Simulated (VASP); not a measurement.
Runs of VASP 6.6.1 on Os. The structure is that of space group Fm-3m (No. 225), or close to it. The cells are those of the table. 

```tsv
cell	gap on the mesh (eV)	pressure (GPa)
a = 2.751 Å, angles 60.0°, 1 atom	none	-8.9
a = 2.805 Å, angles 60.0°, 1 atom	none	-26.5
a = 2.778 Å, angles 60.0°, 1 atom	none	-18.5
a = 2.694 Å, angles 60.0°, 1 atom	none	(a)
a = 2.723 Å, angles 60.0°, 1 atom	none	(b)
```

Alike in all rows: task single point; level PBE; potentials or basis VASP PAW PBE potentials, release 64 (Os); no spin polarisation; k mesh 10 × 10 × 10; cutoff (eV) 600; smearing fermi-dirac 0.1 eV.

**Question.** Estimate the missing entries.

**Answer.** (a) 16.3; (b) 2.6.

Caveats: spin-orbit coupling is left out, which moves the levels of the heavy elements.

A k mesh can miss the band edges, and the runs leave out spin-orbit coupling on Os.

A gap of «none» marks levels without a gap at the run's occupations.
